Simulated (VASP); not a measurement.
# HfH2 (I4/mmm) in VASP: further runs

The runs below take HfH2 through single point, with r2SCAN.

Everything below comes from runs of VASP 6.6.1. Logs are shortened: lines on timing, memory, paths and dates and some standing lists are left out, and cuts for length are marked.

### Step 1. The cell of the first run

The structure is tetragonal, space group I4/mmm (No. 139). The conventional cell has a = 3.465 Å, b = 3.465 Å, c = 4.307 Å, α = 90.00°, β = 90.00°, γ = 90.00°. Within 2.7 Å of Hf (site symmetry 4/mmm) lie 8 H at 2.04 Å. H (site symmetry -4m2) has 4 Hf at 2.04 Å and 6 H at 2.15 to 2.45 Å within 2.7 Å.

### Step 2. Single point, r2SCAN

POSCAR

```
HfH2
1.0
   -1.7324560130      1.7324560130      2.1535680080
    1.7324560130     -1.7324560130      2.1535680080
    1.7324560130      1.7324560130     -2.1535680080
Hf H
1 2
Direct
    0.0000000000      0.0000000000      0.0000000000
    0.7500000000      0.2500000000      0.5000000000
    0.2500000000      0.7500000000      0.5000000000
```

INCAR.step1

```
PREC = Accurate
ENCUT = 520
ISMEAR = 0
SIGMA = 0.1
LREAL = False
LASPH = True
NELM = 60
NBANDS = 13
GGA = PE
ALGO = Normal
EDIFF = 1E-4
LWAVE = True
LCHARG = False
```

INCAR.step2

```
PREC = Accurate
ENCUT = 520
EDIFF = 1E-6
ISMEAR = 0
SIGMA = 0.1
LREAL = False
LASPH = True
NELM = 60
ALGO = Normal
ISIF = 2
LWAVE = False
LCHARG = True
METAGGA = R2SCAN
LMIXTAU = True
LELF = True
LVHAR = True
NBANDS = 13
ISTART = 1
```

KPOINTS

```
Automatic mesh
0
Gamma
  16 16 16
```

Potentials or basis: VASP PAW PBE potentials, release 64 (Hf_pv, H).

On the command line:

```bash
$ cat potpaw_PBE.64/Hf_pv/POTCAR potpaw_PBE.64/H/POTCAR > POTCAR
$ cp INCAR.step1 INCAR
$ mpirun -np 1 vasp_std > vasp.out
$ cp INCAR.step2 INCAR
$ mpirun -np 1 vasp_std > vasp.out
```

OUTCAR:

```text
PREC = Accurate
   ENCUT = 520
   EDIFF = 1E-6
   ISMEAR = 0
   LREAL = False
   LASPH = True
   NELM = 60
   ISIF = 2
   METAGGA = R2SCAN
   ISTART = 1

 ion  position               nearest neighbor table
   1  0.000  0.000  0.000-   2 2.04   3 2.04   2 2.04   3 2.04   2 2.04   3 2.04   2 2.04   3 2.04

   2  0.750  0.250  0.500-   1 2.04   1 2.04   1 2.04   1 2.04
   3  0.250  0.750  0.500-   1 2.04   1 2.04   1 2.04   1 2.04

  LATTYP: Found a body centered tetragonal cell.
 ALAT       =     3.4649120260
 C/A-ratio  =     1.2430722580

  Lattice vectors:

 A1 = (  -1.7324560130,   1.7324560130,   2.1535680080)
 A2 = (   1.7324560130,  -1.7324560130,   2.1535680080)
 A3 = (   1.7324560130,   1.7324560130,  -2.1535680080)

Analysis of symmetry for initial positions (statically):
=====================================================================
 Subroutine PRICEL returns:
 Original cell was already a primitive cell.

 Routine SETGRP: Setting up the symmetry group for a
 body centered tetragonal supercell.

 Subroutine GETGRP returns: Found 16 space group operations
 (whereof 16 operations were pure point group operations)
 out of a pool of 16 trial point group operations.

The static configuration has the point symmetry D_4h.

Analysis of symmetry for dynamics (positions and initial velocities):
=====================================================================
 Subroutine PRICEL returns:
 Original cell was already a primitive cell.

 Routine SETGRP: Setting up the symmetry group for a
 body centered tetragonal supercell.

 Subroutine GETGRP returns: Found 16 space group operations
 (whereof 16 operations were pure point group operations)
 out of a pool of 16 trial point group operations.

The dynamic configuration has the point symmetry D_4h.

 Subroutine INISYM returns: Found 16 space group operations
 (whereof 16 operations are pure point group operations),
 and found     1 'primitive' translations

----------------------------------------------------------------------------------------

                                     Primitive cell

  volume of cell :      25.8549

  direct lattice vectors                    reciprocal lattice vectors
    -1.732456013  1.732456013  2.153568008     0.000000000  0.288607616  0.232172840
     1.732456013 -1.732456013  2.153568008     0.288607616  0.000000000  0.232172840
     1.732456013  1.732456013 -2.153568008     0.288607616  0.288607616  0.000000000

  length of vectors
     3.262002888  3.262002888  3.262002888     0.370403272  0.370403272  0.408152805

  position of ions in fractional coordinates (direct lattice)
     0.000000000  0.000000000  0.000000000
     0.750000000  0.250000000  0.500000000
     0.250000000  0.750000000  0.500000000

  ion indices of the primitive-cell ions
   primitive index   ion index
                 1           1
                 2           2
                 3           3

----------------------------------------------------------------------------------------

 KPOINTS: Automatic mesh

Automatic generation of k-mesh.
 Grid dimensions read from file:
 generate k-points for:   16   16   16

 Generating k-lattice:

  Cartesian coordinates                     Fractional coordinates (reciprocal lattice)
     0.000000000  0.018037976  0.014510802     0.062500000  0.000000000  0.000000000
     0.018037976  0.000000000  0.014510802     0.000000000  0.062500000  0.000000000
     0.018037976  0.018037976  0.000000000     0.000000000  0.000000000  0.062500000

  Length of vectors
     0.023150204  0.023150204  0.025509550

  Shift w.r.t. Gamma in fractional coordinates (k-lattice)
     0.000000000  0.000000000  0.000000000

 Subroutine IBZKPT returns following result:
 ===========================================

 Found    349 irreducible k-points:

 Following reciprocal coordinates:
            Coordinates               Weight
  0.000000  0.000000  0.000000      1.000000
  0.062500  0.000000 -0.000000      8.000000
  0.125000  0.000000 -0.000000      8.000000
[... 51 lines left out ...]
      2     -26.6783      2.00000
      3     -26.6237      2.00000
      4      -6.0476      2.00000
      5       2.0602      2.00000
      6       5.2608      2.00000
      7       5.8870      0.00014
      8       7.4298      0.00000
      9       7.8071      0.00000
     10       8.7993      0.00000
     11      15.5429      0.00000
     12      16.8700      0.00000
     13      18.9506      0.00000

 k-point     4 :       0.1875    0.0000   -0.0000
  band No.  band energies     occupation
      1     -26.8406      2.00000
      2     -26.6989      2.00000
      3     -26.6319      2.00000
      4      -5.5412      2.00000
      5       1.1355      2.00000
      6       5.3158      1.99998
      7       6.1806      0.00000
      8       7.5633      0.00000
      9       8.3659      0.00000
     10       9.4169      0.00000
     11      14.6423      0.00000
     12      16.8700      0.00000
     13      19.3680      0.00000

 k-point     5 :       0.2500    0.0000   -0.0000
  band No.  band energies     occupation
      1     -26.9595      2.00000
      2     -26.7232      2.00000
      3     -26.6390      2.00000
      4      -4.9248      2.00000
      5       0.4063      2.00000
      6       5.2245      2.00000
      7       6.4109      0.00000
      8       8.0086      0.00000
      9       8.3638      0.00000
     10      10.4629      0.00000
     11      14.2391      0.00000
     12      16.8696      0.00000
     13      17.5027      0.00000
[... 257 lines left out ...]
 k-point    22 :      -0.1875    0.0625    0.0000
  band No.  band energies     occupation
      1     -26.8121      2.00000
      2     -26.6903      2.00000
      3     -26.6373      2.00000
      4      -5.6606      2.00000
      5       1.3294      2.00000
      6       5.4264      1.99319
      7       6.2587      0.00000
      8       7.1217      0.00000
      9       8.4526      0.00000
     10       9.0405      0.00000
     11      15.2061      0.00000
     12      16.8699      0.00000
     13      19.1062      0.00000

 k-point    23 :      -0.1250    0.0625    0.0000
  band No.  band energies     occupation
      1     -26.7292      2.00000
      2     -26.6724      2.00000
      3     -26.6246      2.00000
      4      -6.1017      2.00000
      5       2.1743      2.00000
      6       5.3499      1.99985
      7       6.1430      0.00000
      8       7.1715      0.00000
      9       7.3813      0.00000
     10       8.8101      0.00000
     11      16.0041      0.00000
     12      16.8700      0.00000
     13      18.5621      0.00000

 k-point    24 :      -0.0625    0.0625    0.0000
  band No.  band energies     occupation
      1     -26.6849      2.00000
      2     -26.6634      2.00000
      3     -26.6119      2.00000
      4      -6.3495      2.00000
      5       2.9435      2.00000
      6       5.2169      2.00000
      7       6.1401      0.00000
      8       6.2113      0.00000
      9       7.3582      0.00000
     10       8.9234      0.00000
     11      16.6249      0.00000
     12      16.8700      0.00000
     13      18.1479      0.00000

 [... further k-points ...]
[... 5 lines left out ...]
  --------------------------------------------------------------------------------------
  -------------------------------------------------------------------------------------
  Total       -0.1773314     -0.1773314     -0.1539620      0.0000000     -0.0000000      0.0000000
  in kB      -10.9888744    -10.9888744     -9.5407201      0.0000000     -0.0000000      0.0000000
  external PRESSURE =     -10.5061563 kB  Pullay stress =       0.0000000 kB

 VOLUME and BASIS-vectors are now :
 -----------------------------------------------------------------------------
  energy-cutoff  :      520.00
  volume of cell :       25.85
      direct lattice vectors                 reciprocal lattice vectors
    -1.732456013  1.732456013  2.153568008     0.000000000  0.288607616  0.232172840
     1.732456013 -1.732456013  2.153568008     0.288607616  0.000000000  0.232172840
     1.732456013  1.732456013 -2.153568008     0.288607616  0.288607616  0.000000000

 POSITION                                       TOTAL-FORCE (eV/Angst)
 -----------------------------------------------------------------------------------
      0.00000      0.00000      0.00000         0.000000     -0.000000     -0.000000
      0.00000      1.73246      1.07678        -0.000000      0.000000      0.000000
      1.73246      0.00000      1.07678         0.000000     -0.000000     -0.000000
 -----------------------------------------------------------------------------------
    total drift:                                0.000000      0.000000      0.000000

  FREE ENERGIE OF THE ION-ELECTRON SYSTEM (eV)
  ---------------------------------------------------
  free  energy   TOTEN  =       -53.6895190988 eV

  energy  without entropy=      -53.6873536767  energy(sigma->0) =      -53.68843639
```

It took 3.6 min on 1 thread of AMD EPYC 9R45 (Zen 5), shared host; peak memory 0.22 GiB.

What came out:

```yaml
Free_energy: -53.6895 eV
Pressure: -1.1 GPa
Band_gap_on_the_k_mesh: zero (band 6 reaches 6.30 eV, above the bottom of band 7 at 5.10 eV)
```

Levels at points of the mesh, in eV from the Fermi level:
```
           k point  band 4  band 5  band 6  band 7  band 8  band 9
(0.00, 0.00, 0.00)  -12.11   -1.79   -0.52   -0.52    0.53    1.89
(0.50, 0.00, 0.00)   -9.06   -5.88   -0.94    0.73    4.01    4.50
(0.50, 0.50, 0.00)   -7.23   -6.48   -4.48    4.16    4.37    5.53
(0.50, 0.50, 0.50)   -8.38   -4.92   -4.08    4.75    4.89    4.89
```

Caveat: the PAW data sets were made with another functional, which shifts forces and pressure a little; spin-orbit coupling is left out, which moves the levels of the heavy elements.

### Step 3. Single point, r2SCAN

This run uses another cell than the first one, of 7.57 Å³/atom, 0.879 times its volume.

POSCAR

```
HfH2
1.0
   -1.6788578151      1.6788578151      2.0152400425
    1.6788578151     -1.6788578151      2.0152400425
    1.6788578151      1.6788578151     -2.0152400425
Hf H
1 2
Direct
    0.0000000000      0.0000000000      0.0000000000
    0.7500000000      0.2500000000      0.5000000000
    0.2500000000      0.7500000000      0.5000000000
```

INCAR.step1

```
SYSTEM = HfH2
ALGO     = Normal         ! electronic algorithm
EDIFF    = 1E-4           ! SCF threshold, eV
ENCUT    = 520            ! plane-wave cutoff, eV
GGA      = PE             ! functional
ISMEAR   = 0              ! smearing method
LASPH    = .TRUE.         ! aspherical terms in the spheres
LCHARG   = .FALSE.        ! write CHGCAR
LREAL    = .FALSE.        ! projectors in reciprocal space
LWAVE    = .TRUE.         ! write WAVECAR
NBANDS   = 13             ! bands
NELM     = 80             ! most SCF steps
PREC     = Accurate       ! precision mode
SIGMA    = 0.1            ! smearing width, eV
```

INCAR.step2

```
SYSTEM = HfH2
ALGO     = Normal         ! electronic algorithm
EDIFF    = 1E-6           ! SCF threshold, eV
ENCUT    = 520            ! plane-wave cutoff, eV
ISIF     = 2              ! what is computed and relaxed
ISMEAR   = 0              ! smearing method
ISTART   = 1            
LASPH    = .TRUE.         ! aspherical terms in the spheres
LCHARG   = .TRUE.         ! write CHGCAR
LELF     = .TRUE.         ! ELF
LMIXTAU  = .TRUE.       
LREAL    = .FALSE.        ! projectors in reciprocal space
LVHAR    = .TRUE.       
LWAVE    = .FALSE.        ! write WAVECAR
METAGGA  = R2SCAN         ! meta-GGA
NBANDS   = 13             ! bands
NELM     = 80             ! most SCF steps
PREC     = Accurate       ! precision mode
SIGMA    = 0.1            ! smearing width, eV
```

KPOINTS

```
k-points
0
G
  16 16 16
  0 0 0
```

Potentials or basis: VASP PAW PBE potentials, release 64 (Hf_pv, H).

On the command line:

```bash
$ cat potpaw_PBE.64/Hf_pv/POTCAR potpaw_PBE.64/H/POTCAR > POTCAR
$ cp INCAR.step1 INCAR
$ mpirun -np 1 vasp_std > vasp.out
$ cp INCAR.step2 INCAR
$ mpirun -np 1 vasp_std > vasp.out
```

Run time: 5.5 min. Hardware: 1 thread of Oxide Virtual Turin-like, shared host; peak memory 0.2 GiB.

The run converged. Its results:

```
Free energy            : -53.4842 eV
Pressure               : 23.9 GPa
Band gap on the k mesh : zero (band 6 reaches 7.27 eV, above the bottom of band 7 at 5.89 eV)
```

Stress tensor (GPa, compression positive):
```
23.84  0.00  0.00
 0.00 23.84  0.00
 0.00  0.00 24.00
```

Levels at points of the mesh, in eV from the Fermi level:
```csv
k point,band 2,band 3,band 4,band 5,band 6,band 7,band 8,band 9,band 10,band 11
"(0.00, 0.00, 0.00)",-31.76,-31.68,-12.80,-1.60,-0.54,-0.54,0.88,1.94,3.93,11.84
"(0.50, 0.00, 0.00)",-31.97,-31.75,-9.68,-5.70,-1.25,1.18,4.53,4.79,6.16,8.51
"(0.50, 0.50, 0.00)",-32.03,-31.89,-7.63,-6.46,-4.97,4.69,4.92,6.69,7.51,9.54
"(0.50, 0.50, 0.50)",-32.23,-32.23,-9.32,-4.58,-4.28,5.67,5.77,5.77,6.43,6.43
```

Caveat: the PAW data sets were made with another functional, which shifts forces and pressure a little; spin-orbit coupling is left out, which moves the levels of the heavy elements.

### Step 4. Single point, r2SCAN

This run uses another cell than the first one, of 8.04 Å³/atom, 0.933 times its volume.

POSCAR

```
HfH2
1.0
   -1.7020945811      1.7020945811      2.0821794627
    1.7020945811     -1.7020945811      2.0821794627
    1.7020945811      1.7020945811     -2.0821794627
Hf H
1 2
Direct
    0.0000000000      0.0000000000      0.0000000000
    0.7500000000      0.2500000000      0.5000000000
    0.2500000000      0.7500000000      0.5000000000
```

INCAR.step1

```
SYSTEM = HfH2
PREC = Accurate
ENCUT = 520
ISMEAR = 0
SIGMA = 0.1
LREAL = .FALSE.
LASPH = .TRUE.
NELM = 100
NBANDS = 13
GGA = PE
ALGO = Normal
EDIFF = 1E-4
LWAVE = .TRUE.
LCHARG = .FALSE.
```

INCAR.step2

```
SYSTEM = HfH2
PREC = Accurate
ENCUT = 520
EDIFF = 1E-6
ISMEAR = 0
SIGMA = 0.1
LREAL = .FALSE.
LASPH = .TRUE.
NELM = 100
ALGO = Normal
ISIF = 2
LWAVE = .FALSE.
LCHARG = .FALSE.
METAGGA = R2SCAN
LMIXTAU = .TRUE.
NBANDS = 13
ISTART = 1
```

KPOINTS

```
Automatic mesh
0
G
  16 16 16
  0 0 0
```

On the command line:

```bash
$ cat potpaw_PBE.64/Hf_pv/POTCAR potpaw_PBE.64/H/POTCAR > POTCAR
$ cp INCAR.step1 INCAR
$ mpirun -np 1 vasp_std > vasp.out
$ cp INCAR.step2 INCAR
$ mpirun -np 1 vasp_std > vasp.out
```

Wall time 6.4 min (1 thread of Oxide Virtual Turin-like, shared host); peak memory 0.2 GiB.

It converged, with:

* Free energy: -53.6373 eV
* Pressure: 10.9 GPa
* Band gap on the k mesh: zero (band 6 reaches 6.83 eV, above the bottom of band 7 at 5.48 eV)

Stress tensor (GPa, compression positive):
```
10.82  0.00  0.00
 0.00 10.82  0.00
 0.00  0.00 11.05
```

Levels at points of the mesh, in eV from the Fermi level:
```
           k point  band 2  band 3  band 4  band 5  band 6  band 7  band 8  band 9  band 10  band 11
(0.00, 0.00, 0.00)  -32.01  -31.94  -12.48   -1.71   -0.54   -0.54    0.69    1.94     3.71    11.56
(0.50, 0.00, 0.00)  -32.17  -32.00   -9.39   -5.81   -1.09    0.93    4.30    4.64     5.61     7.71
(0.50, 0.50, 0.00)  -32.23  -32.13   -7.47   -6.48   -4.74    4.45    4.69    6.12     7.15     8.68
(0.50, 0.50, 0.50)  -32.38  -32.38   -8.86   -4.64   -4.34    5.22    5.35    5.35     6.09     6.09
```

Caveat: the PAW data sets were made with another functional, which shifts forces and pressure a little; spin-orbit coupling is left out, which moves the levels of the heavy elements.

### Step 5. Single point, r2SCAN

This run uses another cell than the first one, of 8.40 Å³/atom, 0.975 times its volume.

POSCAR

```
HfH2
1.0
   -1.7209426340      1.7209426340      2.1282210531
    1.7209426340     -1.7209426340      2.1282210531
    1.7209426340      1.7209426340     -2.1282210531
Hf H
1 2
Direct
    0.0000000000      0.0000000000      0.0000000000
    0.7500000000      0.2500000000      0.5000000000
    0.2500000000      0.7500000000      0.5000000000
```

INCAR.step1

```
SYSTEM = HfH2
PREC     = Accurate       ! precision mode
ENCUT    = 520            ! plane-wave cutoff, eV
ISMEAR   = 0              ! smearing method
SIGMA    = 0.1            ! smearing width, eV
LREAL    = .FALSE.        ! projectors in reciprocal space
LASPH    = .TRUE.         ! aspherical terms in the spheres
NELM     = 80             ! most SCF steps
NBANDS   = 13             ! bands
GGA      = PE             ! functional
ALGO     = Normal         ! electronic algorithm
EDIFF    = 1E-4           ! SCF threshold, eV
LWAVE    = .TRUE.         ! write WAVECAR
LCHARG   = .FALSE.        ! write CHGCAR
```

INCAR.step2

```
SYSTEM = HfH2
PREC     = Accurate       ! precision mode
ENCUT    = 520            ! plane-wave cutoff, eV
EDIFF    = 1E-6           ! SCF threshold, eV
ISMEAR   = 0              ! smearing method
SIGMA    = 0.1            ! smearing width, eV
LREAL    = .FALSE.        ! projectors in reciprocal space
LASPH    = .TRUE.         ! aspherical terms in the spheres
NELM     = 80             ! most SCF steps
ALGO     = Normal         ! electronic algorithm
ISIF     = 2              ! what is computed and relaxed
LWAVE    = .FALSE.        ! write WAVECAR
LCHARG   = .TRUE.         ! write CHGCAR
METAGGA  = R2SCAN         ! meta-GGA
LMIXTAU  = .TRUE.       
LELF     = .TRUE.         ! ELF
LVHAR    = .TRUE.       
NBANDS   = 13             ! bands
ISTART   = 1
```

KPOINTS is that of step 4.

On the command line:

```bash
$ cat potpaw_PBE.64/Hf_pv/POTCAR potpaw_PBE.64/H/POTCAR > POTCAR
$ cp INCAR.step1 INCAR
$ mpirun -np 1 vasp_std > vasp.out
$ cp INCAR.step2 INCAR
$ mpirun -np 1 vasp_std > vasp.out
```

It took 7.1 min on 1 thread of Oxide Virtual Turin-like, shared host; peak memory 0.2 GiB.

It converged, with:

| Quantity | Value |
| --- | --- |
| Free energy | -53.6850 eV |
| Pressure | 3.0 GPa |
| Band gap on the k mesh | zero (band 6 reaches 6.51 eV, above the bottom of band 7 at 5.25 eV) |

Stress tensor (GPa, compression positive):
```
2.90 0.00 0.00
0.00 2.90 0.00
0.00 0.00 3.10
```

Levels at points of the mesh, in eV from the Fermi level:
| k point | band 3 | band 4 | band 5 | band 6 | band 7 | band 8 | band 9 | band 10 |
| --- | --- | --- | --- | --- | --- | --- | --- | --- |
| (0.00, 0.00, 0.00) | -32.12 | -12.25 | -1.76 | -0.53 | -0.53 | 0.58 | 1.91 | 3.53 |
| (0.50, 0.00, 0.00) | -32.18 | -9.18 | -5.86 | -0.99 | 0.79 | 4.12 | 4.55 | 5.25 |
| (0.50, 0.50, 0.00) | -32.29 | -7.32 | -6.48 | -4.57 | 4.27 | 4.49 | 5.74 | 6.89 |
| (0.50, 0.50, 0.50) | -32.50 | -8.55 | -4.83 | -4.17 | 4.92 | 5.05 | 5.05 | 5.85 |

Caveat: the PAW data sets were made with another functional, which shifts forces and pressure a little; spin-orbit coupling is left out, which moves the levels of the heavy elements.

### Step 6. Overview

```csv
cell,gap on the mesh (eV),pressure (GPa)
"a = 3.262 Å, angles 115.8, 115.8, 97.4°, 3 atoms",none,-1.1
"a = 3.114 Å, angles 114.8, 114.8, 99.4°, 3 atoms",none,23.9
"a = 3.183 Å, angles 115.3, 115.3, 98.3°, 3 atoms",none,10.9
"a = 3.233 Å, angles 115.7, 115.7, 97.7°, 3 atoms",none,3.0
```

Alike in all rows: task single point; level r2SCAN; potentials or basis VASP PAW PBE potentials, release 64 (Hf_pv, H); no spin polarisation; k mesh 16 × 16 × 16; cutoff (eV) 520; smearing gaussian 0.1 eV.

Caveats: the PAW data sets were made with another functional, which shifts forces and pressure a little; spin-orbit coupling is left out, which moves the levels of the heavy elements.

Total energies depend on the potentials used, so only differences within one code and one set of settings carry meaning.
